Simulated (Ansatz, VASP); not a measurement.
AlNi: VASP beside Ansatz

```
CELL_PARAMETERS angstrom
2.04277 -2.04278 0.00000
2.04277 2.04278 0.00000
0.00000 0.00000 2.90117
ATOMIC_POSITIONS crystal
Al 0.00000 0.00000 0.00000
Ni 0.50000 0.50000 0.50000
```

Alike in both runs: functional PBE; k mesh 16 × 16 × 14; occupations gaussian, width 0.1 eV; no spin polarisation.

Ansatz relaxed the structure, and its values are those at the end. VASP's run is a single point on that final structure, the one shown.

|  | VASP | Ansatz |
| --- | --- | --- |
| version | VASP 6.6.1 | Ansatz 0.2.0 |
| potentials or method | VASP PAW PBE potentials, release 64 (Al, Ni), cutoff 520 eV | scalar-relativistic, plane waves, PAW |
| valence electrons in the cell | 13 | 21 |

```csv
,VASP,Ansatz,Ansatz less VASP
gap on the k mesh at the Fermi level (eV),none,none,-
pressure (GPa),0.0,0.0,+0.02
```

A gap of «none» marks a metal or a gap that the smearing closes. VASP's potentials hold 13 valence electrons a cell and Ansatz's 21, so a difference there can come from the potentials and not from the codes.
